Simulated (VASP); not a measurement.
# Sn (Fd-3m) in VASP: notebook

The runs below take Sn through single point, relaxation of cell and atoms, with PBE.

All numbers are computed with VASP 6.6.1; they aren't measurements. Logs are shortened: lines on timing, memory, paths and dates and some standing lists are left out, and cuts for length are marked.

## 1. The cell of the first run

It takes space group Fd-3m (No. 227, cubic). The conventional cell has a = 6.656 Å, b = 6.656 Å, c = 6.656 Å, α = 90.00°, β = 90.00°, γ = 90.00°. Sn (site symmetry -43m) has 4 Sn at 2.88 Å within 3.8 Å.

This isn't the form of Sn at room conditions, which is tetragonal (white tin).

## 2. Single point, PBE

INCAR

```
PREC = Accurate ; ENCUT = 520
EDIFF = 1E-6 ; ISMEAR = -1
SIGMA = 0.02 ; LREAL = F
LASPH = T ; NELM = 100
ALGO = Normal ; ISIF = 2
LWAVE = F ; LCHARG = F
GGA = PE ; NBANDS = 21
```

KPOINTS

```
Automatic mesh
0
Gamma
  9 9 9
```

POSCAR

```
Sn
1.0
    0.0000000000      3.3279730300      3.3279730300
    3.3279730300      0.0000000000      3.3279730300
    3.3279730300      3.3279730300      0.0000000000
Sn
2
Direct
   -0.1250000000     -0.1250000000     -0.1250000000
    0.1250000000      0.1250000000      0.1250000000
```

Potentials or basis: VASP PAW PBE potentials, release 64 (Sn_d).

Run with:

```sh
cat potpaw_PBE.64/Sn_d/POTCAR > POTCAR
mpirun -np 1 vasp_std > vasp.out
```

OUTCAR:

```text
PREC = Accurate
   ENCUT = 520
   EDIFF = 1E-6
   ISMEAR = -1
   LREAL = F
   LASPH = T
   NELM = 100
   ISIF = 2
   GGA = PE

 ion  position               nearest neighbor table
   1  0.875  0.875  0.875-   2 2.88   2 2.88   2 2.88   2 2.88
   2  0.125  0.125  0.125-   1 2.88   1 2.88   1 2.88   1 2.88

  LATTYP: Found a face centered cubic cell.
 ALAT       =     6.6559460600

  Lattice vectors:

 A1 = (   0.0000000000,   3.3279730300,   3.3279730300)
 A2 = (   3.3279730300,   0.0000000000,   3.3279730300)
 A3 = (   3.3279730300,   3.3279730300,   0.0000000000)

Analysis of symmetry for initial positions (statically):
=====================================================================
 Subroutine PRICEL returns:
 Original cell was already a primitive cell.

 Routine SETGRP: Setting up the symmetry group for a
 face centered cubic supercell.

 Subroutine GETGRP returns: Found 48 space group operations
 (whereof 12 operations were pure point group operations)
 out of a pool of 48 trial point group operations.

The static configuration has the point symmetry D_3d.
 The point group associated with its full space group is O_h .

Analysis of symmetry for dynamics (positions and initial velocities):
=====================================================================
 Subroutine PRICEL returns:
 Original cell was already a primitive cell.

 Routine SETGRP: Setting up the symmetry group for a
 face centered cubic supercell.

 Subroutine GETGRP returns: Found 48 space group operations
 (whereof 12 operations were pure point group operations)
 out of a pool of 48 trial point group operations.

The dynamic configuration has the point symmetry D_3d.
 The point group associated with its full space group is O_h .

 Subroutine INISYM returns: Found 48 space group operations
 (whereof 12 operations are pure point group operations),
 and found     1 'primitive' translations

----------------------------------------------------------------------------------------

                                     Primitive cell

  volume of cell :      73.7173

  direct lattice vectors                    reciprocal lattice vectors
     0.000000000  3.327973030  3.327973030    -0.150241602  0.150241602  0.150241602
     3.327973030  0.000000000  3.327973030     0.150241602 -0.150241602  0.150241602
     3.327973030  3.327973030  0.000000000     0.150241602  0.150241602 -0.150241602

  length of vectors
     4.706464594  4.706464594  4.706464594     0.260226088  0.260226088  0.260226088

  position of ions in fractional coordinates (direct lattice)
     0.875000000  0.875000000  0.875000000
     0.125000000  0.125000000  0.125000000

  ion indices of the primitive-cell ions
   primitive index   ion index
                 1           1
                 2           2

----------------------------------------------------------------------------------------

 KPOINTS: Automatic mesh

Automatic generation of k-mesh.
 Grid dimensions read from file:
 generate k-points for:    9    9    9

 Generating k-lattice:

  Cartesian coordinates                     Fractional coordinates (reciprocal lattice)
    -0.016693511  0.016693511  0.016693511     0.111111111  0.000000000  0.000000000
     0.016693511 -0.016693511  0.016693511     0.000000000  0.111111111  0.000000000
     0.016693511  0.016693511 -0.016693511     0.000000000  0.000000000  0.111111111

  Length of vectors
     0.028914010  0.028914010  0.028914010

  Shift w.r.t. Gamma in fractional coordinates (k-lattice)
     0.000000000  0.000000000  0.000000000

 Subroutine IBZKPT returns following result:
 ===========================================

 Found     35 irreducible k-points:

 Following reciprocal coordinates:
            Coordinates               Weight
  0.000000  0.000000  0.000000      1.000000
  0.111111  0.000000  0.000000      8.000000
  0.222222  0.000000  0.000000      8.000000
  0.333333  0.000000  0.000000      8.000000
  0.444444  0.000000  0.000000      8.000000
  0.111111  0.111111  0.000000      6.000000
[... 16 lines left out ...]
 -0.333333  0.333333  0.000000     12.000000
  0.444444  0.444444  0.000000      6.000000
 [... further k-points ...]
   k-points           NKPTS =     35   k-points in BZ     NKDIM =     35   number of bands    NBANDS=     21
   number of dos      NEDOS =    301   number of ions     NIONS =      2
   total plane-waves  NPLWV =  46656
   dimension x,y,z NGX =    36 NGY =   36 NGZ =   36
   dimension x,y,z NGXF=    72 NGYF=   72 NGZF=   72
   ions per type =               2
   NGX,Y,Z   is equivalent  to a cutoff of  12.72, 12.72, 12.72 a.u.
   NGXF,Y,Z  is equivalent  to a cutoff of  25.43, 25.43, 25.43 a.u.
 SYSTEM =  unknown system
   PREC   = accura    normal or accurate (medium, high low for compatibility)
   ISTART =      0    job   : 0-new  1-cont  2-samecut
   ICHARG =      2    charge: 1-file 2-atom 10-const
   ISPIN  =      1    spin polarized calculation?
   LNONCOLLINEAR =      F non collinear calculations
   LSORBIT =      F    spin-orbit coupling
   LASPH  =      T    aspherical Exc in radial PAW
   ENCUT  =  520.0 eV  38.22 Ry    6.18 a.u.   8.75  8.75  8.75*2*pi/ulx,y,z
   NELM   =    100;   NELMIN=  2; NELMDL= -5     # of ELM steps
   EDIFF  = 0.1E-05   stopping-criterion for ELM
   LREAL  =      F    real-space projection
   EDIFFG = 0.1E-04   stopping-criterion for IOM
   NSW    =      0    number of steps for IOM
   IBRION =     -1    ionic relax: 0-MD 1-quasi-New 2-CG
   NFREE  =      0    steps in history (QN), initial steepest desc. (CG)
   ISIF   =      2    stress and relaxation
   ISYM   =      2    0-nonsym 1-usesym 2-fastsym
   POTIM  = 0.5000    time-step for ionic-motion
   TEBEG  =    0.0;   TEEND  =   0.0 temperature during run
   PSTRESS=    0.0 pullay stress
   NELECT =      28.0000    total number of electrons
   NUPDOWN=      -1.0000    fix difference up-down
   EMIN   =  10.00;   EMAX   =-10.00  energy-range for DOS
   EFERMI =   0.00;   METHOD = LEGACY
   ISMEAR =    -1;   SIGMA  =   0.02  broadening in eV -4-tet -1-fermi 0-gaus
   EFERMI_NEDOS =   21; number of points for ismear=-14 and -15
   IALGO  =     38    algorithm
   IMIX   =      4    mixing-type and parameters
     AMIX     =   0.40;   BMIX     =  1.00
     AMIX_MAG =   1.60;   BMIX_MAG =  1.00
  volume/ion in A,a.u.               =      36.86       248.73
  Fermi-wavevector in a.u.,A,eV,Ry     =   1.185599  2.240457 19.124951  1.405644
  Thomas-Fermi vector in A             =   2.321789
   LORBIT       =      0    0 simple, 1 ext, 2 COOP (PROOUT), +10 PAW based schemes
   GGA     = PE    functional components
   LHFCALC =     F    Hartree Fock is set to
   AEXX    =    0.0000 exact exchange contribution
   IVDW    =     0    specifies the selected vdW correction
   LEPSILON=     F    determine dielectric tensor
   LRPA    =     F    only Hartree local field effects (RPA)
 non-spin polarized calculation
  energy-cutoff  :      520.00
  volume of cell :       73.72
 maximum number of plane-waves:      2004
   NGX = 17   NGY = 17   NGZ = 17

 number of electron      28.0000008 magnetization

 Free energy of the ion-electron system (eV)
  ---------------------------------------------------
  ext. energy  EPLUGINS =         0.00000000
  ---------------------------------------------------
  free energy    TOTEN  =        -7.68826236 eV

  energy without entropy =       -7.68742221  energy(sigma->0) =       -7.68784228

 E-fermi :   4.7720     XC(G=0):  -8.5476

 val. band max:        4.7492074275   @ k =   0.1111   0.0000   0.0000
 cond. band min:       4.8904526467   @ k =   0.3333   0.0000   0.0000
 fundamental gap:      0.1412452192
 Fermi energy:         4.7720485908

 k-point     1 :       0.0000    0.0000    0.0000
  band No.  band energies     occupation
      1     -16.6815      2.00000
      2     -16.6815      2.00000
      3     -16.6815      2.00000
      4     -16.6317      2.00000
      5     -16.6317      2.00000
      6     -16.3796      2.00000
[... 13 lines left out ...]
     20      12.6511      0.00000
     21      12.6511      0.00000

 k-point     2 :       0.1111    0.0000    0.0000
  band No.  band energies     occupation
      1     -16.6886      2.00000
      2     -16.6886      2.00000
      3     -16.6789      2.00000
      4     -16.6218      2.00000
      5     -16.6218      2.00000
      6     -16.3980      2.00000
[... 13 lines left out ...]
     20      11.9612      0.00000
     21      11.9612      0.00000

 k-point     3 :       0.2222    0.0000    0.0000
  band No.  band energies     occupation
      1     -16.6998      2.00000
      2     -16.6998      2.00000
      3     -16.6724      2.00000
      4     -16.6041      2.00000
      5     -16.6041      2.00000
      6     -16.4152      2.00000
[... 13 lines left out ...]
     20      11.6380      0.00000
     21      11.6380      0.00000

 k-point     4 :       0.3333    0.0000    0.0000
  band No.  band energies     occupation
      1     -16.7074      2.00000
      2     -16.7074      2.00000
      3     -16.6645      2.00000
      4     -16.5901      2.00000
      5     -16.5901      2.00000
      6     -16.4270      2.00000
[... 13 lines left out ...]
     20      12.0771      0.00000
     21      12.0771      0.00000

 k-point     5 :       0.4444    0.0000    0.0000
  band No.  band energies     occupation
      1     -16.7108      2.00000
      2     -16.7108      2.00000
      3     -16.6592      2.00000
      4     -16.5834      2.00000
      5     -16.5834      2.00000
      6     -16.4321      2.00000
[... 13 lines left out ...]
     20      13.0992      0.00000
     21      13.0992      0.00000
[... 382 lines left out ...]
     20      13.8804      0.00000
     21      14.3689      0.00000

 k-point    22 :      -0.4444    0.3333    0.0000
  band No.  band energies     occupation
      1     -16.7385      2.00000
      2     -16.7230      2.00000
      3     -16.6167      2.00000
      4     -16.5456      2.00000
      5     -16.5284      2.00000
      6     -16.4969      2.00000
[... 13 lines left out ...]
     20      13.2378      0.00000
     21      14.7115      0.00000

 k-point    23 :      -0.3333    0.3333    0.0000
  band No.  band energies     occupation
      1     -16.7421      2.00000
      2     -16.7235      2.00000
      3     -16.6111      2.00000
      4     -16.5317      2.00000
      5     -16.5262      2.00000
      6     -16.5070      2.00000
[... 13 lines left out ...]
     20      12.1206      0.00000
     21      15.1514      0.00000

 k-point    24 :       0.4444    0.4444    0.0000
  band No.  band energies     occupation
      1     -16.7228      2.00000
      2     -16.7228      2.00000
      3     -16.6332      2.00000
      4     -16.5852      2.00000
      5     -16.5254      2.00000
      6     -16.4813      2.00000
[... 13 lines left out ...]
     20      14.2506      0.00000
     21      14.8111      0.00000

 [... further k-points ...]
[... 5 lines left out ...]
  --------------------------------------------------------------------------------------
  -------------------------------------------------------------------------------------
  Total       -0.0214489     -0.0214489     -0.0214489      0.0000000     -0.0000000     -0.0000000
  in kB       -0.4661711     -0.4661711     -0.4661711      0.0000000     -0.0000000     -0.0000000
  external PRESSURE =      -0.4661711 kB  Pullay stress =       0.0000000 kB

 VOLUME and BASIS-vectors are now :
 -----------------------------------------------------------------------------
  energy-cutoff  :      520.00
  volume of cell :       73.72
      direct lattice vectors                 reciprocal lattice vectors
     0.000000000  3.327973030  3.327973030    -0.150241602  0.150241602  0.150241602
     3.327973030  0.000000000  3.327973030     0.150241602 -0.150241602  0.150241602
     3.327973030  3.327973030  0.000000000     0.150241602  0.150241602 -0.150241602

 POSITION                                       TOTAL-FORCE (eV/Angst)
 -----------------------------------------------------------------------------------
      5.82395      5.82395      5.82395        -0.000000     -0.000000     -0.000000
      0.83199      0.83199      0.83199         0.000000      0.000000      0.000000
 -----------------------------------------------------------------------------------
    total drift:                                0.000000      0.000000      0.000000

  FREE ENERGIE OF THE ION-ELECTRON SYSTEM (eV)
  ---------------------------------------------------
  free  energy   TOTEN  =        -7.6882623584 eV

  energy  without entropy=       -7.6874222060  energy(sigma->0) =       -7.68784228
```

Run time: 33 s. Hardware: 1 thread of Intel Xeon Platinum 8488C (Sapphire Rapids), shared host; peak memory 0.21 GiB.

Results:

| Property | Result |
| --- | --- |
| Free energy | -7.6883 eV |
| Pressure | 0.0 GPa |
| Band gap on the k mesh | zero (bands 14 and 15 overlap by 0.21 eV) |

Caveat: spin-orbit coupling is left out, which moves the levels of the heavy elements.

(Part 1 of 2 ends here.)
